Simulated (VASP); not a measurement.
# Rh (Fm-3m) in VASP: settings compared

Aim: see how the results for Rh move with the level of theory and the settings. Levels: PBE, BLYP, revPBE, RPBE, PBEsol. Tasks: single point.

Program: VASP 6.6.1. These are calculated values, not measurements. Logs are shortened: lines on timing, memory, paths and dates and some standing lists are left out, and cuts for length are marked.

### 1 The cell of the first run

The structure is cubic, space group Fm-3m (No. 225). Conventional cell: a = 3.796 Å, b = 3.796 Å, c = 3.796 Å, α = 90.00°, β = 90.00°, γ = 90.00°. Rh (site symmetry m-3m) has 12 Rh at 2.68 Å within 3.5 Å.

### 2 Single point, PBE

The input, INCAR:

```
ALGO = Normal
EDIFF = 1E-7
ENCUT = 520
GGA = PE
ISIF = 2
ISMEAR = 1
LASPH = T
LCHARG = T
LELF = T
LREAL = F
LVHAR = T
LWAVE = F
NBANDS = 14
NELM = 100
PREC = Accurate
SIGMA = 0.15
```

The input, KPOINTS:

```
k-points
0
Gamma
  14 14 14
```

The input, POSCAR:

```
Rh
1.0
    0.0000000000      1.8978500000      1.8978500000
    1.8978500000      0.0000000000      1.8978500000
    1.8978500000      1.8978500000      0.0000000000
Rh
1
Direct
    0.0000000000      0.0000000000      0.0000000000
```

Potentials or basis: VASP PAW PBE potentials, release 64 (Rh_pv).

Run with:

```
$ cat potpaw_PBE.64/Rh_pv/POTCAR > POTCAR
$ mpirun -np 1 vasp_std > vasp.out
```

OUTCAR:

```text
EDIFF = 1E-7
   ENCUT = 520
   GGA = PE
   ISIF = 2
   ISMEAR = 1
   LASPH = T
   LREAL = F
   NELM = 100
   PREC = Accurate

 ion  position               nearest neighbor table
   1  0.000  0.000  0.000-

  LATTYP: Found a face centered cubic cell.
 ALAT       =     3.7957000000

  Lattice vectors:

 A1 = (   0.0000000000,   1.8978500000,   1.8978500000)
 A2 = (   1.8978500000,   0.0000000000,   1.8978500000)
 A3 = (   1.8978500000,   1.8978500000,   0.0000000000)

Analysis of symmetry for initial positions (statically):
=====================================================================
 Subroutine PRICEL returns:
 Original cell was already a primitive cell.

 Routine SETGRP: Setting up the symmetry group for a
 face centered cubic supercell.

 Subroutine GETGRP returns: Found 48 space group operations
 (whereof 48 operations were pure point group operations)
 out of a pool of 48 trial point group operations.

The static configuration has the point symmetry O_h .

Analysis of symmetry for dynamics (positions and initial velocities):
=====================================================================
 Subroutine PRICEL returns:
 Original cell was already a primitive cell.

 Routine SETGRP: Setting up the symmetry group for a
 face centered cubic supercell.

 Subroutine GETGRP returns: Found 48 space group operations
 (whereof 48 operations were pure point group operations)
 out of a pool of 48 trial point group operations.

The dynamic configuration has the point symmetry O_h .

 Subroutine INISYM returns: Found 48 space group operations
 (whereof 48 operations are pure point group operations),
 and found     1 'primitive' translations

----------------------------------------------------------------------------------------

                                     Primitive cell

  volume of cell :      13.6715

  direct lattice vectors                    reciprocal lattice vectors
     0.000000000  1.897850000  1.897850000    -0.263456016  0.263456016  0.263456016
     1.897850000  0.000000000  1.897850000     0.263456016 -0.263456016  0.263456016
     1.897850000  1.897850000  0.000000000     0.263456016  0.263456016 -0.263456016

  length of vectors
     2.683965209  2.683965209  2.683965209     0.456319205  0.456319205  0.456319205

  position of ions in fractional coordinates (direct lattice)
     0.000000000  0.000000000  0.000000000

  ion indices of the primitive-cell ions
   primitive index   ion index
                 1           1

----------------------------------------------------------------------------------------

 KPOINTS: k-points

Automatic generation of k-mesh.
 Grid dimensions read from file:
 generate k-points for:   14   14   14

 Generating k-lattice:

  Cartesian coordinates                     Fractional coordinates (reciprocal lattice)
    -0.018818287  0.018818287  0.018818287     0.071428571  0.000000000  0.000000000
     0.018818287 -0.018818287  0.018818287     0.000000000  0.071428571  0.000000000
     0.018818287  0.018818287 -0.018818287     0.000000000  0.000000000  0.071428571

  Length of vectors
     0.032594229  0.032594229  0.032594229

  Shift w.r.t. Gamma in fractional coordinates (k-lattice)
     0.000000000  0.000000000  0.000000000

 Subroutine IBZKPT returns following result:
 ===========================================

 Found    104 irreducible k-points:

 Following reciprocal coordinates:
            Coordinates               Weight
  0.000000  0.000000  0.000000      1.000000
  0.071429  0.000000  0.000000      8.000000
  0.142857  0.000000  0.000000      8.000000
  0.214286  0.000000  0.000000      8.000000
  0.285714  0.000000  0.000000      8.000000
  0.357143  0.000000  0.000000      8.000000
[... 16 lines left out ...]
  0.214286  0.142857  0.000000     24.000000
  0.285714  0.142857  0.000000     24.000000
 [... further k-points ...]
   k-points           NKPTS =    104   k-points in BZ     NKDIM =    104   number of bands    NBANDS=     14
   number of dos      NEDOS =    301   number of ions     NIONS =      1
   total plane-waves  NPLWV =   8000
   dimension x,y,z NGX =    20 NGY =   20 NGZ =   20
   dimension x,y,z NGXF=    40 NGYF=   40 NGZF=   40
   ions per type =               1
   NGX,Y,Z   is equivalent  to a cutoff of  12.39, 12.39, 12.39 a.u.
   NGXF,Y,Z  is equivalent  to a cutoff of  24.78, 24.78, 24.78 a.u.
 SYSTEM =  unknown system
   PREC   = accura    normal or accurate (medium, high low for compatibility)
   ISTART =      0    job   : 0-new  1-cont  2-samecut
   ICHARG =      2    charge: 1-file 2-atom 10-const
   ISPIN  =      1    spin polarized calculation?
   LNONCOLLINEAR =      F non collinear calculations
   LSORBIT =      F    spin-orbit coupling
   LASPH  =      T    aspherical Exc in radial PAW
   ENCUT  =  520.0 eV  38.22 Ry    6.18 a.u.   4.99  4.99  4.99*2*pi/ulx,y,z
   NELM   =    100;   NELMIN=  2; NELMDL= -5     # of ELM steps
   EDIFF  = 0.1E-06   stopping-criterion for ELM
   LREAL  =      F    real-space projection
   EDIFFG = 0.1E-05   stopping-criterion for IOM
   NSW    =      0    number of steps for IOM
   IBRION =     -1    ionic relax: 0-MD 1-quasi-New 2-CG
   NFREE  =      0    steps in history (QN), initial steepest desc. (CG)
   ISIF   =      2    stress and relaxation
   ISYM   =      2    0-nonsym 1-usesym 2-fastsym
   POTIM  = 0.5000    time-step for ionic-motion
   TEBEG  =    0.0;   TEEND  =   0.0 temperature during run
   PSTRESS=    0.0 pullay stress
   NELECT =      15.0000    total number of electrons
   NUPDOWN=      -1.0000    fix difference up-down
   EMIN   =  10.00;   EMAX   =-10.00  energy-range for DOS
   EFERMI =   0.00;   METHOD = LEGACY
   ISMEAR =     1;   SIGMA  =   0.15  broadening in eV -4-tet -1-fermi 0-gaus
   EFERMI_NEDOS =   21; number of points for ismear=-14 and -15
   IALGO  =     38    algorithm
   IMIX   =      4    mixing-type and parameters
     AMIX     =   0.40;   BMIX     =  1.00
     AMIX_MAG =   1.60;   BMIX_MAG =  1.00
  volume/ion in A,a.u.               =      13.67        92.26
  Fermi-wavevector in a.u.,A,eV,Ry     =   1.688496  3.190795 38.790465  2.851019
  Thomas-Fermi vector in A             =   2.770792
   LORBIT       =      0    0 simple, 1 ext, 2 COOP (PROOUT), +10 PAW based schemes
   GGA     = PE    functional components
   LHFCALC =     F    Hartree Fock is set to
   AEXX    =    0.0000 exact exchange contribution
   IVDW    =     0    specifies the selected vdW correction
   LEPSILON=     F    determine dielectric tensor
   LRPA    =     F    only Hartree local field effects (RPA)
 non-spin polarized calculation
 Methfessel and Paxton  Order N= 1 SIGMA  =   0.15
  energy-cutoff  :      520.00
  volume of cell :       13.67
 maximum number of plane-waves:       378
   NGX =  9   NGY =  9   NGZ =  9

 number of electron      15.0000007 magnetization

 Free energy of the ion-electron system (eV)
  ---------------------------------------------------
  ext. energy  EPLUGINS =         0.00000000
  ---------------------------------------------------
  free energy    TOTEN  =        -7.25009514 eV

  energy without entropy =       -7.24938650  energy(sigma->0) =       -7.24985893

 E-fermi :  11.9833     XC(G=0): -14.0663

 val. band max:       11.9748989266   @ k =  -0.2857   0.3571   0.0714
 cond. band min:      11.9964333881   @ k =   0.4286   0.0000   0.0000
 fundamental gap:      0.0215344614
 Fermi energy:        11.9832917363

 k-point     1 :       0.0000    0.0000    0.0000
  band No.  band energies     occupation
      1     -34.3704      2.00000
      2     -34.3704      2.00000
      3     -34.3704      2.00000
      4       4.0072      2.00000
      5       8.9103      2.00000
      6       8.9103      2.00000
      7       8.9103      2.00000
      8      11.0150      2.00000
      9      11.0150      2.00000
     10      28.0002      0.00000
     11      32.5459      0.00000
     12      33.4920      0.00000
     13      33.4920      0.00000
     14      33.4920      0.00000

 k-point     2 :       0.0714    0.0000    0.0000
  band No.  band energies     occupation
      1     -34.4086      2.00000
      2     -34.3755      2.00000
      3     -34.3755      2.00000
      4       4.2131      2.00000
      5       8.8199      2.00000
      6       8.9901      2.00000
      7       8.9901      2.00000
      8      10.9709      2.00000
      9      10.9709      2.00000
     10      28.2982      0.00000
     11      32.4032      0.00000
     12      32.5527      0.00000
     13      33.7944      0.00000
     14      33.7944      0.00000

 k-point     3 :       0.1429    0.0000    0.0000
  band No.  band energies     occupation
      1     -34.5151      2.00000
      2     -34.3899      2.00000
      3     -34.3899      2.00000
      4       4.7825      2.00000
      5       8.6268      2.00000
      6       9.1752      2.00000
      7       9.1752      2.00000
      8      10.9045      2.00000
      9      10.9045      2.00000
     10      29.0184      0.00000
     11      30.4132      0.00000
     12      32.5463      0.00000
     13      34.6524      0.00000
     14      34.6524      0.00000
[... 324 lines left out ...]
 k-point    23 :       0.2143    0.1429    0.0000
  band No.  band energies     occupation
      1     -34.6093      2.00000
      2     -34.4484      2.00000
      3     -34.4422      2.00000
      4       5.6345      2.00000
      5       7.9708      2.00000
      6       9.5794      2.00000
      7       9.7260      2.00000
      8      10.3493      2.00000
      9      11.4352      2.00000
     10      30.0259      0.00000
     11      30.3780      0.00000
     12      32.5458      0.00000
     13      33.0379      0.00000
     14      33.5933      0.00000

 k-point    24 :       0.2857    0.1429    0.0000
  band No.  band energies     occupation
      1     -34.7451      2.00000
      2     -34.4742      2.00000
      3     -34.4661      2.00000
      4       6.2695      2.00000
      5       7.8926      2.00000
      6       9.2585      2.00000
      7       9.8248      2.00000
      8      11.0932      2.00000
      9      11.7469      2.04836
     10      28.0258      0.00000
     11      30.4470      0.00000
     12      32.5445      0.00000
     13      32.7389      0.00000
     14      33.9866      0.00000

 [... further k-points ...]
[... 5 lines left out ...]
  --------------------------------------------------------------------------------------
  -------------------------------------------------------------------------------------
  Total        0.6386408      0.6386408      0.6386408      0.0000000      0.0000000      0.0000000
  in kB       74.8430736     74.8430736     74.8430736      0.0000000      0.0000000      0.0000000
  external PRESSURE =      74.8430736 kB  Pullay stress =       0.0000000 kB

 VOLUME and BASIS-vectors are now :
 -----------------------------------------------------------------------------
  energy-cutoff  :      520.00
  volume of cell :       13.67
      direct lattice vectors                 reciprocal lattice vectors
     0.000000000  1.897850000  1.897850000    -0.263456016  0.263456016  0.263456016
     1.897850000  0.000000000  1.897850000     0.263456016 -0.263456016  0.263456016
     1.897850000  1.897850000  0.000000000     0.263456016  0.263456016 -0.263456016

 POSITION                                       TOTAL-FORCE (eV/Angst)
 -----------------------------------------------------------------------------------
      0.00000      0.00000      0.00000        -0.000000     -0.000000     -0.000000
 -----------------------------------------------------------------------------------
    total drift:                                0.000000     -0.000000     -0.000000

  FREE ENERGIE OF THE ION-ELECTRON SYSTEM (eV)
  ---------------------------------------------------
  free  energy   TOTEN  =        -7.2500951391 eV

  energy  without entropy=       -7.2493865041  energy(sigma->0) =       -7.24985893
```

Run time: 7.1 s. Hardware: 1 thread of Intel Xeon 6975P-C (Granite Rapids), shared host; peak memory 0.13 GiB.

Results:

| Property | Result |
| --- | --- |
| Free energy | -7.2501 eV |
| Pressure | 7.5 GPa |

Levels at points of the mesh, in eV from the Fermi level:
| k point | band 3 | band 4 | band 5 | band 6 | band 7 | band 8 | band 9 | band 10 | band 11 | band 12 |
| --- | --- | --- | --- | --- | --- | --- | --- | --- | --- | --- |
| (0.00, 0.00, 0.00) | -46.35 | -7.98 | -3.07 | -3.07 | -3.07 | -0.97 | -0.97 | 16.02 | 20.56 | 21.51 |
| (0.50, 0.00, 0.00) | -46.46 | -6.14 | -3.15 | -3.15 | 0.61 | 0.61 | 0.75 | 8.73 | 15.52 | 20.56 |
| (0.50, 0.50, 0.00) | -46.63 | -6.34 | -5.97 | 0.58 | 1.03 | 1.03 | 3.30 | 12.38 | 13.38 | 13.38 |

### 3 Single point, BLYP

The input, INCAR:

```
SYSTEM = Rh
AGGAC = 1.0 ; AGGAX = 1.0
ALDAC = 0.0 ; ALDAX = 1.0
ALGO = Normal ; EDIFF = 1E-7
ENCUT = 520 ; GGA = B5
ISIF = 2 ; ISMEAR = 1
LASPH = .TRUE. ; LCHARG = .TRUE.
LELF = .TRUE. ; LREAL = .FALSE.
LVHAR = .TRUE. ; LWAVE = .FALSE.
NBANDS = 14 ; NELM = 80
PREC = Accurate ; SIGMA = 0.15
```

The input, KPOINTS:

```
k-points
0
G
  14 14 14
  0 0 0
```

POSCAR is that of step 2.

Potentials or basis: VASP PAW PBE potentials, release 64 (Rh_pv).

Run with:

```
$ cat potpaw_PBE.64/Rh_pv/POTCAR > POTCAR
$ mpirun -np 1 vasp_std > vasp.out
```

OUTCAR:

```text
SYSTEM = Rh
   EDIFF = 1E-7
   ENCUT = 520
   GGA = B5
   ISIF = 2
   ISMEAR = 1
   LASPH = .TRUE.
   LREAL = .FALSE.
   NELM = 80
   PREC = Accurate

 ion  position               nearest neighbor table
   1  0.000  0.000  0.000-

  LATTYP: Found a face centered cubic cell.
 ALAT       =     3.7957000000

  Lattice vectors:

 A1 = (   0.0000000000,   1.8978500000,   1.8978500000)
 A2 = (   1.8978500000,   0.0000000000,   1.8978500000)
 A3 = (   1.8978500000,   1.8978500000,   0.0000000000)

Analysis of symmetry for initial positions (statically):
=====================================================================
 Subroutine PRICEL returns:
 Original cell was already a primitive cell.

 Routine SETGRP: Setting up the symmetry group for a
 face centered cubic supercell.

 Subroutine GETGRP returns: Found 48 space group operations
 (whereof 48 operations were pure point group operations)
 out of a pool of 48 trial point group operations.

The static configuration has the point symmetry O_h .

Analysis of symmetry for dynamics (positions and initial velocities):
=====================================================================
[... 161 lines left out ...]
 Fermi energy:        12.5165828185

 k-point     1 :       0.0000    0.0000    0.0000
  band No.  band energies     occupation
      1     -33.6617      2.00000
      2     -33.6617      2.00000
      3     -33.6617      2.00000
      4       4.7502      2.00000
      5       9.4351      2.00000
      6       9.4351      2.00000
      7       9.4351      2.00000
      8      11.5179      2.00000
      9      11.5179      2.00000
     10      28.8286      0.00000
     11      32.8220      0.00000
     12      34.1856      0.00000
     13      34.1856      0.00000
     14      34.1856      0.00000
[... 377 lines left out ...]
      1     -34.0415      2.00000
      2     -33.7671      2.00000
      3     -33.7589      2.00000
      4       6.9739      2.00000
      5       8.4674      2.00000
      6       9.7890      2.00000
      7      10.3505      2.00000
      8      11.6454      2.00000
      9      12.2575      2.03478
     10      28.7979      0.00000
     11      31.2884      0.00000
     12      32.8204      0.00000
     13      33.4122      0.00000
     14      34.7443      0.00000

 [... further k-points ...]
[... 5 lines left out ...]
  --------------------------------------------------------------------------------------
  -------------------------------------------------------------------------------------
  Total        1.8819502      1.8819502      1.8819502      0.0000000     -0.0000000     -0.0000000
  in kB      220.5479642    220.5479642    220.5479642      0.0000000     -0.0000000     -0.0000000
  external PRESSURE =     220.5479642 kB  Pullay stress =       0.0000000 kB

 VOLUME and BASIS-vectors are now :
 -----------------------------------------------------------------------------
  energy-cutoff  :      520.00
  volume of cell :       13.67
      direct lattice vectors                 reciprocal lattice vectors
     0.000000000  1.897850000  1.897850000    -0.263456016  0.263456016  0.263456016
     1.897850000  0.000000000  1.897850000     0.263456016 -0.263456016  0.263456016
     1.897850000  1.897850000  0.000000000     0.263456016  0.263456016 -0.263456016

 POSITION                                       TOTAL-FORCE (eV/Angst)
 -----------------------------------------------------------------------------------
      0.00000      0.00000      0.00000         0.000000     -0.000000     -0.000000
 -----------------------------------------------------------------------------------
    total drift:                                0.000000      0.000000      0.000000

  FREE ENERGIE OF THE ION-ELECTRON SYSTEM (eV)
  ---------------------------------------------------
  free  energy   TOTEN  =        -6.0874923896 eV

  energy  without entropy=       -6.0871390927  energy(sigma->0) =       -6.08737462
```

OSZICAR:

```text
N       E                     dE             d eps       ncg     rms          rms(c)
DAV:   1     0.120634738950E+03    0.12063E+03   -0.87869E+03  2946   0.115E+03
DAV:   2    -0.498781696844E+01   -0.12562E+03   -0.12015E+03  3224   0.341E+02
DAV:   3    -0.650505146889E+01   -0.15172E+01   -0.15151E+01  3494   0.414E+01
DAV:   4    -0.651061777903E+01   -0.55663E-02   -0.55661E-02  3260   0.256E+00
DAV:   5    -0.651066671874E+01   -0.48940E-04   -0.48939E-04  3404   0.212E-01    0.992E+00
DAV:   6    -0.610353258378E+01    0.40713E+00   -0.69906E-01  3068   0.114E+01    0.356E+00
DAV:   7    -0.609036998264E+01    0.13163E-01   -0.11933E-02  3350   0.137E+00    0.169E+00
DAV:   8    -0.608757008857E+01    0.27999E-02   -0.27723E-03  3050   0.711E-01    0.157E-01
DAV:   9    -0.608748692248E+01    0.83166E-04   -0.50539E-05  3152   0.944E-02    0.188E-02
DAV:  10    -0.608749208066E+01   -0.51582E-05   -0.44463E-06  3182   0.238E-02    0.149E-03
DAV:  11    -0.608749218673E+01   -0.10607E-06   -0.79142E-08  2452   0.383E-03    0.123E-03
DAV:  12    -0.608749236694E+01   -0.18021E-06   -0.10324E-08  1546   0.113E-03    0.154E-04
DAV:  13    -0.608749238963E+01   -0.22687E-07   -0.69518E-10  1534   0.316E-04
   1 F= -.60874924E+01 E0= -.60873746E+01  d E =-.353297E-03
```

stdout:

```text
POSCAR found type information on POSCAR Rh
 POSCAR found :  1 types and       1 ions
 scaLAPACK will be used
 -----------------------------------------------------------------------------
|                                                                             |
|                                                                             |
|     You enforced a specific xc type in the INCAR file but a different       |
|     I HOPE YOU KNOW WHAT YOU ARE DOING!                                     |
|                                                                             |
 -----------------------------------------------------------------------------

 LDA part: xc-table for (Slater(with rela. corr.)+VWN5), standard interpolation
 POSCAR, INCAR and KPOINTS ok, starting setup
 FFT: planning ... GRIDC
 FFT: planning ... GRID_SOFT
 FFT: planning ... GRID
 WAVECAR not read
 entering main loop
```

Run time: 9.9 s. Hardware: 1 thread of Intel Xeon 6975P-C (Granite Rapids), shared host; peak memory 0.13 GiB.

What came out:

- Free energy: -6.0875 eV
- Pressure: 22.1 GPa

Levels at points of the mesh, in eV from the Fermi level:
```csv
k point,band 4,band 5,band 6,band 7,band 8,band 9,band 10,band 11
"(0.00, 0.00, 0.00)",-7.77,-3.08,-3.08,-3.08,-1.00,-1.00,16.31,20.31
"(0.50, 0.00, 0.00)",-6.07,-3.16,-3.16,0.60,0.60,1.05,8.79,15.85
"(0.50, 0.50, 0.00)",-6.27,-5.93,0.55,1.03,1.03,3.54,12.49,13.52
```

Caveat: the PAW data sets were made with another functional, which shifts forces and pressure a little.

[end of part 1 of 4]
